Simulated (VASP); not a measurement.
# Sb2Se3 (Pm-3m) in VASP: single point with PBE

Aim: the single point of Sb2Se3 with PBE.

All numbers are computed with VASP 6.6.1; they aren't measurements. Logs are shortened: lines on timing, memory, paths and dates and some standing lists are left out, and cuts for length are marked.

## (1) The cell of the first run

It takes space group Pm-3m (No. 221, cubic). The conventional cell has a = 5.237 Å, b = 5.237 Å, c = 5.237 Å, α = 90.00°, β = 90.00°, γ = 90.00°. Within 4.9 Å of Sb (site symmetry m-3m) lie 12 Se at 3.70 Å and 8 Sb at 4.54 Å. Sb (site symmetry m-3m) has 6 Se at 2.62 Å within 3.5 Å. Se (site symmetry 4/mmm) has 2 Sb at 2.62 Å within 3.5 Å.

## (2) Single point, PBE

INCAR reads:

```
SYSTEM = Sb2Se3
ALGO = Normal
EDIFF = 1E-6
ENCUT = 500
GGA = PE
GGA_COMPAT = .False.
ISIF = 2
ISMEAR = 0
LASPH = .True.
LCHARG = .False.
LREAL = .False.
LWAVE = .False.
NBANDS = 22
NELM = 120
PREC = Accurate
SIGMA = 0.15
```

KPOINTS reads:

```
k-points
0
Gamma
  2 2 2
  0 0 0
```

POSCAR reads:

```
Sb2Se3
1.0
    5.2372187600      0.0000000000      0.0000000000
    0.0000000000      5.2372187600      0.0000000000
    0.0000000000      0.0000000000      5.2372187600
Sb Se
2 3
Direct
    0.5000000000      0.5000000000      0.5000000000
    0.0000000000      0.0000000000      0.0000000000
    0.5000000000      0.0000000000      0.0000000000
    0.0000000000      0.5000000000      0.0000000000
    0.0000000000      0.0000000000      0.5000000000
```

Potentials or basis: VASP PAW PBE potentials, release 64 (Sb, Se).

Launch:

```bash
> cat potpaw_PBE.64/Sb/POTCAR potpaw_PBE.64/Se/POTCAR > POTCAR
> mpirun -np 1 vasp_std > vasp.out
```

OUTCAR:

```text
SYSTEM = Sb2Se3
   EDIFF = 1E-6
   ENCUT = 500
   GGA = PE
   ISIF = 2
   ISMEAR = 0
   LASPH = .True.
   LREAL = .False.
   NELM = 120
   PREC = Accurate

 ion  position               nearest neighbor table
   1  0.500  0.500  0.500-
   2  0.000  0.000  0.000-   3 2.62   4 2.62   5 2.62   5 2.62   4 2.62   3 2.62
   3  0.500  0.000  0.000-   2 2.62   2 2.62
   4  0.000  0.500  0.000-   2 2.62   2 2.62
   5  0.000  0.000  0.500-   2 2.62   2 2.62

  LATTYP: Found a simple cubic cell.
 ALAT       =     5.2372187600

  Lattice vectors:

 A1 = (   5.2372187600,   0.0000000000,   0.0000000000)
 A2 = (   0.0000000000,   5.2372187600,   0.0000000000)
 A3 = (   0.0000000000,   0.0000000000,   5.2372187600)

Analysis of symmetry for initial positions (statically):
=====================================================================
 Subroutine PRICEL returns:
 Original cell was already a primitive cell.

 Routine SETGRP: Setting up the symmetry group for a
 simple cubic supercell.

 Subroutine GETGRP returns: Found 48 space group operations
 (whereof 48 operations were pure point group operations)
 out of a pool of 48 trial point group operations.

The static configuration has the point symmetry O_h .

Analysis of symmetry for dynamics (positions and initial velocities):
=====================================================================
 Subroutine PRICEL returns:
 Original cell was already a primitive cell.

 Routine SETGRP: Setting up the symmetry group for a
 simple cubic supercell.

 Subroutine GETGRP returns: Found 48 space group operations
 (whereof 48 operations were pure point group operations)
 out of a pool of 48 trial point group operations.

The dynamic configuration has the point symmetry O_h .

 Subroutine INISYM returns: Found 48 space group operations
 (whereof 48 operations are pure point group operations),
 and found     1 'primitive' translations

----------------------------------------------------------------------------------------

                                     Primitive cell

  volume of cell :     143.6488

  direct lattice vectors                    reciprocal lattice vectors
     5.237218760  0.000000000  0.000000000     0.190941041  0.000000000  0.000000000
     0.000000000  5.237218760  0.000000000     0.000000000  0.190941041  0.000000000
     0.000000000  0.000000000  5.237218760     0.000000000  0.000000000  0.190941041

  length of vectors
     5.237218760  5.237218760  5.237218760     0.190941041  0.190941041  0.190941041

  position of ions in fractional coordinates (direct lattice)
     0.500000000  0.500000000  0.500000000
     0.000000000  0.000000000  0.000000000
     0.500000000  0.000000000  0.000000000
     0.000000000  0.500000000  0.000000000
     0.000000000  0.000000000  0.500000000

  ion indices of the primitive-cell ions
   primitive index   ion index
                 1           1
                 2           2
                 3           3
                 4           4
                 5           5

----------------------------------------------------------------------------------------

 KPOINTS: k-points

Automatic generation of k-mesh.
 Grid dimensions read from file:
 generate k-points for:    2    2    2

 Generating k-lattice:

  Cartesian coordinates                     Fractional coordinates (reciprocal lattice)
     0.095470520  0.000000000  0.000000000     0.500000000  0.000000000  0.000000000
     0.000000000  0.095470520  0.000000000     0.000000000  0.500000000  0.000000000
     0.000000000  0.000000000  0.095470520     0.000000000  0.000000000  0.500000000

  Length of vectors
     0.095470520  0.095470520  0.095470520

  Shift w.r.t. Gamma in fractional coordinates (k-lattice)
     0.000000000  0.000000000  0.000000000

 Subroutine IBZKPT returns following result:
 ===========================================

 Found      4 irreducible k-points:

 Following reciprocal coordinates:
            Coordinates               Weight
  0.000000  0.000000  0.000000      1.000000
  0.500000  0.000000  0.000000      3.000000
  0.500000  0.500000  0.000000      3.000000
  0.500000  0.500000  0.500000      1.000000
   k-points           NKPTS =      4   k-points in BZ     NKDIM =      4   number of bands    NBANDS=     22
   number of dos      NEDOS =    301   number of ions     NIONS =      5
   total plane-waves  NPLWV =  64000
   dimension x,y,z NGX =    40 NGY =   40 NGZ =   40
   dimension x,y,z NGXF=    80 NGYF=   80 NGZF=   80
   ions per type =               2   3
   NGX,Y,Z   is equivalent  to a cutoff of  12.70, 12.70, 12.70 a.u.
   NGXF,Y,Z  is equivalent  to a cutoff of  25.39, 25.39, 25.39 a.u.
 SYSTEM =  Sb2Se3
   PREC   = accura    normal or accurate (medium, high low for compatibility)
   ISTART =      0    job   : 0-new  1-cont  2-samecut
   ICHARG =      2    charge: 1-file 2-atom 10-const
   ISPIN  =      1    spin polarized calculation?
   LNONCOLLINEAR =      F non collinear calculations
   LSORBIT =      F    spin-orbit coupling
   LASPH  =      T    aspherical Exc in radial PAW
   ENCUT  =  500.0 eV  36.75 Ry    6.06 a.u.   9.55  9.55  9.55*2*pi/ulx,y,z
   NELM   =    120;   NELMIN=  2; NELMDL= -5     # of ELM steps
   EDIFF  = 0.1E-05   stopping-criterion for ELM
   LREAL  =      F    real-space projection
   EDIFFG = 0.1E-04   stopping-criterion for IOM
   NSW    =      0    number of steps for IOM
   IBRION =     -1    ionic relax: 0-MD 1-quasi-New 2-CG
   NFREE  =      0    steps in history (QN), initial steepest desc. (CG)
   ISIF   =      2    stress and relaxation
   ISYM   =      2    0-nonsym 1-usesym 2-fastsym
   POTIM  = 0.5000    time-step for ionic-motion
   TEBEG  =    0.0;   TEEND  =   0.0 temperature during run
   PSTRESS=    0.0 pullay stress
   NELECT =      28.0000    total number of electrons
   NUPDOWN=      -1.0000    fix difference up-down
   EMIN   =  10.00;   EMAX   =-10.00  energy-range for DOS
   EFERMI =   0.00;   METHOD = LEGACY
   ISMEAR =     0;   SIGMA  =   0.15  broadening in eV -4-tet -1-fermi 0-gaus
   EFERMI_NEDOS =   21; number of points for ismear=-14 and -15
   IALGO  =     38    algorithm
   IMIX   =      4    mixing-type and parameters
     AMIX     =   0.40;   BMIX     =  1.00
     AMIX_MAG =   1.60;   BMIX_MAG =  1.00
  volume/ion in A,a.u.               =      28.73       193.88
  Fermi-wavevector in a.u.,A,eV,Ry     =   0.949205  1.793738 12.258721  0.900991
  Thomas-Fermi vector in A             =   2.077466
   LORBIT       =      0    0 simple, 1 ext, 2 COOP (PROOUT), +10 PAW based schemes
   GGA     = PE    functional components
   LHFCALC =     F    Hartree Fock is set to
   AEXX    =    0.0000 exact exchange contribution
   IVDW    =     0    specifies the selected vdW correction
   LEPSILON=     F    determine dielectric tensor
   LRPA    =     F    only Hartree local field effects (RPA)
 non-spin polarized calculation
 Gauss-broadening in eV      SIGMA  =   0.15
  energy-cutoff  :      500.00
  volume of cell :      143.65
 maximum number of plane-waves:      3743
 NGX is ok and might be reduce to    40
   NGX = 19   NGY = 19   NGZ = 19

 number of electron      28.0000000 magnetization

 Free energy of the ion-electron system (eV)
  ---------------------------------------------------
  ext. energy  EPLUGINS =         0.00000000
  ---------------------------------------------------
  free energy    TOTEN  =       -15.27848166 eV

  energy without entropy =      -15.14354278  energy(sigma->0) =      -15.21101222

 E-fermi :   4.3132     XC(G=0):  -9.1918

 val. band max:        4.2612251597   @ k =   0.5000   0.5000   0.5000
 cond. band min:       4.3565759135   @ k =   0.5000   0.5000   0.0000
 fundamental gap:      0.0953507538
 Fermi energy:         4.3132214135

 k-point     1 :       0.0000    0.0000    0.0000
  band No.  band energies     occupation
      1     -10.5619      2.00000
      2      -7.8725      2.00000
      3      -7.8725      2.00000
      4      -4.3582      2.00000
      5      -2.3697      2.00000
      6      -2.0038      2.00000
[... 14 lines left out ...]
     21       9.0436      0.00000
     22       9.0436      0.00000

 k-point     2 :       0.5000    0.0000    0.0000
  band No.  band energies     occupation
      1     -10.0670      2.00000
      2      -8.7059      2.00000
      3      -7.8579      2.00000
      4      -4.2945      2.00000
      5      -4.1069      2.00000
      6      -1.7747      2.00000
[... 14 lines left out ...]
     21      11.0187      0.00000
     22      11.0325      0.00000

 k-point     3 :       0.5000    0.5000    0.0000
  band No.  band energies     occupation
      1      -9.4226      2.00000
      2      -8.6465      2.00000
      3      -8.6465      2.00000
      4      -5.4095      2.00000
      5      -4.4147      2.00000
      6      -1.5783      2.00000
[... 14 lines left out ...]
     21      11.8198      0.00000
     22      12.0348      0.00000

 k-point     4 :       0.5000    0.5000    0.5000
  band No.  band energies     occupation
      1      -8.6119      2.00000
      2      -8.6119      2.00000
      3      -8.6119      2.00000
      4      -7.5335      2.00000
      5      -4.2427      2.00000
      6       0.2149      2.00000
[... 14 lines left out ...]
     21      10.6479      0.00000
     22      10.6479      0.00000

------------------------ aborting loop because EDIFF is reached ----------------------------------------

  FORCE on cell =-STRESS in cart. coord.  units (eV):
  Direction    XX          YY          ZZ          XY          YZ          ZX
  --------------------------------------------------------------------------------------
  -------------------------------------------------------------------------------------
  Total        0.3623311      0.3623311      0.3623311      0.0000000      0.0000000     -0.0000000
  in kB        4.0412341      4.0412341      4.0412341      0.0000000      0.0000000     -0.0000000
  external PRESSURE =       4.0412341 kB  Pullay stress =       0.0000000 kB

 VOLUME and BASIS-vectors are now :
 -----------------------------------------------------------------------------
  energy-cutoff  :      500.00
  volume of cell :      143.65
      direct lattice vectors                 reciprocal lattice vectors
     5.237218760  0.000000000  0.000000000     0.190941041  0.000000000  0.000000000
     0.000000000  5.237218760  0.000000000     0.000000000  0.190941041  0.000000000
     0.000000000  0.000000000  5.237218760     0.000000000  0.000000000  0.190941041

 POSITION                                       TOTAL-FORCE (eV/Angst)
 -----------------------------------------------------------------------------------
      2.61861      2.61861      2.61861         0.000000      0.000000      0.000000
      0.00000      0.00000      0.00000         0.000000      0.000000      0.000000
      2.61861      0.00000      0.00000         0.000000      0.000000      0.000000
      0.00000      2.61861      0.00000         0.000000      0.000000      0.000000
      0.00000      0.00000      2.61861         0.000000      0.000000      0.000000
 -----------------------------------------------------------------------------------
    total drift:                                0.000000      0.000000     -0.000000

  FREE ENERGIE OF THE ION-ELECTRON SYSTEM (eV)
  ---------------------------------------------------
  free  energy   TOTEN  =       -15.2784816593 eV

  energy  without entropy=      -15.1435427777  energy(sigma->0) =      -15.21101222
```

Run time: 36 s. Hardware: 1 thread of AMD EPYC 7R13, shared host; peak memory 0.2 GiB.

Results:

```
Free energy            : -15.2785 eV
Pressure               : 0.4 GPa
Band gap on the k mesh : zero (band 14 reaches 4.42 eV, above the bottom of band 15 at 4.36 eV)
```

Caveat: the k points lie up to 0.60 Å⁻¹ apart; spin-orbit coupling is left out, which moves the levels of the heavy elements.
